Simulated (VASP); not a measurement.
# Rh (P6/mmm) in VASP: a series of runs, part 2 of 3

VASP 6.6.1. Earlier steps stand in the parts before.

## (4) Single point, BLYP

This run uses another cell than the first one, of 15.28 Å³/atom, 1.042 times its volume.

INCAR reads:

```
PREC = Accurate
ENCUT = 520
EDIFF = 1E-6
ISMEAR = -1
SIGMA = 0.1
LREAL = F
LASPH = T
NELM = 80
ALGO = Normal
ISIF = 2
LWAVE = F
LCHARG = T
GGA = B5
ALDAX = 1.0
AGGAX = 1.0
AGGAC = 1.0
ALDAC = 0.0
LELF = T
LVHAR = T
NBANDS = 30
```

KPOINTS reads:

```
Automatic mesh
0
Gamma
  9 9 13
```

POSCAR reads:

```
Rh
1.0
    4.4169790670      0.0000000000      0.0000000000
   -2.2084895335      3.8252160800      0.0000000000
    0.0000000000      0.0000000000      2.7131581976
Rh
3
Direct
    0.0000000000      0.0000000000      0.0000000000
    0.3333333333      0.6666666667      0.5000000000
    0.6666666667      0.3333333333      0.5000000000
```

Potentials or basis: VASP PAW PBE potentials, release 64 (Rh_pv).

Run with:

```
$ cat potpaw_PBE.64/Rh_pv/POTCAR > POTCAR
$ mpirun -np 1 vasp_std > vasp.out
```

OUTCAR:

```text
PREC = Accurate
   ENCUT = 520
   EDIFF = 1E-6
   ISMEAR = -1
   LREAL = F
   LASPH = T
   NELM = 80
   ISIF = 2
   GGA = B5

 ion  position               nearest neighbor table
   1  0.000  0.000  0.000-   2 2.89   3 2.89   2 2.89   3 2.89   2 2.89   2 2.89   3 2.89   3 2.89
                             3 2.89   3 2.89   2 2.89   2 2.89
   2  0.333  0.667  0.500-   3 2.55   3 2.55   3 2.55   1 2.89   1 2.89   1 2.89   1 2.89   1 2.89
                             1 2.89
   3  0.667  0.333  0.500-   2 2.55   2 2.55   2 2.55   1 2.89   1 2.89   1 2.89   1 2.89   1 2.89
                             1 2.89

  LATTYP: Found a hexagonal cell.
 ALAT       =     4.4169790670
 C/A-ratio  =     0.6142565216

  Lattice vectors:

 A1 = (   4.4169790670,   0.0000000000,   0.0000000000)
 A2 = (  -2.2084895335,   3.8252160800,   0.0000000000)
 A3 = (   0.0000000000,   0.0000000000,   2.7131581976)

Analysis of symmetry for initial positions (statically):
=====================================================================
 Subroutine PRICEL returns:
 Original cell was already a primitive cell.

 Routine SETGRP: Setting up the symmetry group for a
 hexagonal supercell.

 Subroutine GETGRP returns: Found 24 space group operations
 (whereof 24 operations were pure point group operations)
 out of a pool of 24 trial point group operations.

The static configuration has the point symmetry D_6h.

Analysis of symmetry for dynamics (positions and initial velocities):
=====================================================================
 Subroutine PRICEL returns:
 Original cell was already a primitive cell.

 Routine SETGRP: Setting up the symmetry group for a
 hexagonal supercell.

 Subroutine GETGRP returns: Found 24 space group operations
 (whereof 24 operations were pure point group operations)
 out of a pool of 24 trial point group operations.

The dynamic configuration has the point symmetry D_6h.

 Subroutine INISYM returns: Found 24 space group operations
 (whereof 24 operations are pure point group operations),
 and found     1 'primitive' translations

----------------------------------------------------------------------------------------

                                     Primitive cell

  volume of cell :      45.8412

  direct lattice vectors                    reciprocal lattice vectors
     4.416979067  0.000000000  0.000000000     0.226399081  0.130711570  0.000000000
    -2.208489533  3.825216080  0.000000000     0.000000000  0.261423140  0.000000000
     0.000000000  0.000000000  2.713158198     0.000000000  0.000000000  0.368574159

  length of vectors
     4.416979067  4.416979067  2.713158198     0.261423140  0.261423140  0.368574159

  position of ions in fractional coordinates (direct lattice)
     0.000000000  0.000000000  0.000000000
     0.333333333  0.666666667  0.500000000
     0.666666667  0.333333333  0.500000000

  ion indices of the primitive-cell ions
   primitive index   ion index
                 1           1
                 2           2
                 3           3

----------------------------------------------------------------------------------------

 KPOINTS: Automatic mesh

Automatic generation of k-mesh.
 Grid dimensions read from file:
 generate k-points for:    9    9   13

 Generating k-lattice:

  Cartesian coordinates                     Fractional coordinates (reciprocal lattice)
     0.025155453  0.014523508  0.000000000     0.111111111  0.000000000  0.000000000
     0.000000000  0.029047016  0.000000000     0.000000000  0.111111111  0.000000000
     0.000000000  0.000000000  0.028351858     0.000000000  0.000000000  0.076923077

  Length of vectors
     0.029047016  0.029047016  0.028351858

  Shift w.r.t. Gamma in fractional coordinates (k-lattice)
     0.000000000  0.000000000  0.000000000

 Subroutine IBZKPT returns following result:
 ===========================================

 Found     84 irreducible k-points:

 Following reciprocal coordinates:
            Coordinates               Weight
  0.000000  0.000000  0.000000      1.000000
  0.111111  0.000000  0.000000      6.000000
  0.222222  0.000000  0.000000      6.000000
  0.333333 -0.000000  0.000000      6.000000
  0.444444  0.000000  0.000000      6.000000
  0.111111  0.111111  0.000000      6.000000
[... 16 lines left out ...]
  0.333333  0.222222  0.076923     24.000000
  0.333333  0.333333  0.076923      4.000000
 [... further k-points ...]
   k-points           NKPTS =     84   k-points in BZ     NKDIM =     84   number of bands    NBANDS=     30
   number of dos      NEDOS =    301   number of ions     NIONS =      3
   total plane-waves  NPLWV =  25920
   dimension x,y,z NGX =    36 NGY =   36 NGZ =   20
   dimension x,y,z NGXF=    72 NGYF=   72 NGZF=   40
   ions per type =               3
   NGX,Y,Z   is equivalent  to a cutoff of  13.55, 13.55, 12.25 a.u.
   NGXF,Y,Z  is equivalent  to a cutoff of  27.10, 27.10, 24.51 a.u.
 SYSTEM =  unknown system
   PREC   = accura    normal or accurate (medium, high low for compatibility)
   ISTART =      0    job   : 0-new  1-cont  2-samecut
   ICHARG =      2    charge: 1-file 2-atom 10-const
   ISPIN  =      1    spin polarized calculation?
   LNONCOLLINEAR =      F non collinear calculations
   LSORBIT =      F    spin-orbit coupling
   LASPH  =      T    aspherical Exc in radial PAW
   ENCUT  =  520.0 eV  38.22 Ry    6.18 a.u.   8.21  8.21  5.04*2*pi/ulx,y,z
   NELM   =     80;   NELMIN=  2; NELMDL= -5     # of ELM steps
   EDIFF  = 0.1E-05   stopping-criterion for ELM
   LREAL  =      F    real-space projection
[... 7 lines left out ...]
   TEBEG  =    0.0;   TEEND  =   0.0 temperature during run
   PSTRESS=    0.0 pullay stress
   NELECT =      45.0000    total number of electrons
   NUPDOWN=      -1.0000    fix difference up-down
   EMIN   =  10.00;   EMAX   =-10.00  energy-range for DOS
   EFERMI =   0.00;   METHOD = LEGACY
   ISMEAR =    -1;   SIGMA  =   0.10  broadening in eV -4-tet -1-fermi 0-gaus
   EFERMI_NEDOS =   21; number of points for ismear=-14 and -15
   IALGO  =     38    algorithm
   IMIX   =      4    mixing-type and parameters
     AMIX     =   0.40;   BMIX     =  1.00
     AMIX_MAG =   1.60;   BMIX_MAG =  1.00
  volume/ion in A,a.u.               =      15.28       103.12
  Fermi-wavevector in a.u.,A,eV,Ry     =   1.627022  3.074626 36.017367  2.647202
  Thomas-Fermi vector in A             =   2.719886
   LORBIT       =      0    0 simple, 1 ext, 2 COOP (PROOUT), +10 PAW based schemes
   GGA     = B5    functional components
   LHFCALC =     F    Hartree Fock is set to
   AEXX    =    0.0000 exact exchange contribution
   IVDW    =     0    specifies the selected vdW correction
   LEPSILON=     F    determine dielectric tensor
   LRPA    =     F    only Hartree local field effects (RPA)
 non-spin polarized calculation
  energy-cutoff  :      520.00
  volume of cell :       45.84
 maximum number of plane-waves:      1260
 NGX is ok and might be reduce to    36
   NGX = 17   NGY = 17   NGZ = 11

 number of electron      45.0000001 magnetization

 Free energy of the ion-electron system (eV)
  ---------------------------------------------------
  ext. energy  EPLUGINS =         0.00000000
  ---------------------------------------------------
  free energy    TOTEN  =       -18.02668147 eV

  energy without entropy =      -17.81946294  energy(sigma->0) =      -17.92307221

 E-fermi :  10.6167     XC(G=0): -12.7099

 val. band max:       10.6110601729   @ k =   0.2222   0.0000   0.4615
 cond. band min:      10.6177387923   @ k =   0.2222   0.0000   0.0769
 fundamental gap:      0.0066786194
 Fermi energy:        10.6167450986

 k-point     1 :       0.0000    0.0000    0.0000
  band No.  band energies     occupation
      1     -35.9644      2.00000
      2     -35.9644      2.00000
      3     -35.6291      2.00000
      4     -35.6291      2.00000
      5     -35.4587      2.00000
      6     -35.3597      2.00000
[... 22 lines left out ...]
     29      18.7641      0.00000
     30      19.1652      0.00000
[... 728 lines left out ...]
  band No.  band energies     occupation
      1     -36.0150      2.00000
      2     -35.7856      2.00000
      3     -35.7856      2.00000
      4     -35.4723      2.00000
      5     -35.4301      2.00000
      6     -35.4264      2.00000
[... 22 lines left out ...]
     29      23.3663      0.00000
     30      23.3663      0.00000

 [... further k-points ...]

------------------------ aborting loop because EDIFF is reached ----------------------------------------

  FORCE on cell =-STRESS in cart. coord.  units (eV):
  Direction    XX          YY          ZZ          XY          YZ          ZX
  --------------------------------------------------------------------------------------
  -------------------------------------------------------------------------------------
  Total        0.1916555      0.1916555     -0.0523423      0.0000000      0.0000000      0.0000000
  in kB        6.6984672      6.6984672     -1.8293925      0.0000000      0.0000000      0.0000000
  external PRESSURE =       3.8558473 kB  Pullay stress =       0.0000000 kB

 VOLUME and BASIS-vectors are now :
 -----------------------------------------------------------------------------
  energy-cutoff  :      520.00
  volume of cell :       45.84
      direct lattice vectors                 reciprocal lattice vectors
     4.416979067  0.000000000  0.000000000     0.226399081  0.130711570  0.000000000
    -2.208489533  3.825216080  0.000000000     0.000000000  0.261423140  0.000000000
     0.000000000  0.000000000  2.713158198     0.000000000  0.000000000  0.368574159

 POSITION                                       TOTAL-FORCE (eV/Angst)
 -----------------------------------------------------------------------------------
      0.00000      0.00000      0.00000         0.000000      0.000000     -0.000000
     -0.00000      2.55014      1.35658        -0.000000      0.000000      0.000000
      2.20849      1.27507      1.35658         0.000000      0.000000     -0.000000
 -----------------------------------------------------------------------------------
    total drift:                                0.000000     -0.000000     -0.000000

  FREE ENERGIE OF THE ION-ELECTRON SYSTEM (eV)
  ---------------------------------------------------
  free  energy   TOTEN  =       -18.0266814706 eV

  energy  without entropy=      -17.8194629416  energy(sigma->0) =      -17.92307221
```

OSZICAR:

```text
N       E                     dE             d eps       ncg     rms          rms(c)
DAV:   1     0.545603206184E+03    0.54560E+03   -0.27474E+04  5112   0.168E+03
DAV:   2    -0.446575938670E+01   -0.55007E+03   -0.53404E+03  5280   0.527E+02
DAV:   3    -0.190858499418E+02   -0.14620E+02   -0.14315E+02  5652   0.956E+01
DAV:   4    -0.192128641480E+02   -0.12701E+00   -0.12697E+00  5646   0.905E+00
DAV:   5    -0.192150701974E+02   -0.22060E-02   -0.22060E-02  5646   0.122E+00    0.136E+01
DAV:   6    -0.180692708264E+02    0.11458E+01   -0.37332E+00  5316   0.162E+01    0.481E+00
DAV:   7    -0.183483535513E+02   -0.27908E+00   -0.16453E+00  5400   0.119E+01    0.675E+00
DAV:   8    -0.180317660350E+02    0.31659E+00   -0.13643E+00  5418   0.683E+00    0.213E+00
DAV:   9    -0.180266039722E+02    0.51621E-02   -0.16233E-02  5388   0.122E+00    0.906E-02
DAV:  10    -0.180266739745E+02   -0.70002E-04   -0.26534E-04  5904   0.136E-01    0.469E-02
DAV:  11    -0.180266813972E+02   -0.74227E-05   -0.22712E-05  5388   0.387E-02    0.902E-03
DAV:  12    -0.180266814706E+02   -0.73436E-07   -0.13986E-06  3464   0.105E-02
   1 F= -.18026681E+02 E0= -.17923072E+02  d E =-.207219E+00
```

stdout:

```text
POSCAR found type information on POSCAR Rh
 POSCAR found :  1 types and       3 ions
 scaLAPACK will be used
 -----------------------------------------------------------------------------
|                                                                             |
|                                                                             |
|     You enforced a specific xc type in the INCAR file but a different       |
|     I HOPE YOU KNOW WHAT YOU ARE DOING!                                     |
|                                                                             |
 -----------------------------------------------------------------------------

 LDA part: xc-table for (Slater(with rela. corr.)+VWN5), standard interpolation
 POSCAR, INCAR and KPOINTS ok, starting setup
 FFT: planning ... GRIDC
 FFT: planning ... GRID_SOFT
 FFT: planning ... GRID
 WAVECAR not read
 entering main loop
```

Run time: 40 s. Hardware: 1 thread of Intel Xeon 6975P-C (Granite Rapids), shared host; peak memory 0.22 GiB.

Results:

```
Free energy : -18.0267 eV
Pressure    : 0.4 GPa
```

Stress tensor (GPa, compression positive):
```
 0.67  0.00  0.00
 0.00  0.67  0.00
 0.00  0.00 -0.18
```

Levels at points of the mesh, in eV from the Fermi level:
```
           k point  band 20  band 21  band 22  band 23  band 24  band 25  band 26  band 27
(0.00, 0.00, 0.00)    -1.46    -1.46    -1.38    -1.38     0.64     0.64     8.08     8.08
```

Caveat: the PAW data sets were made with another functional, which shifts forces and pressure a little.

(Part 2 of 3 ends here.)
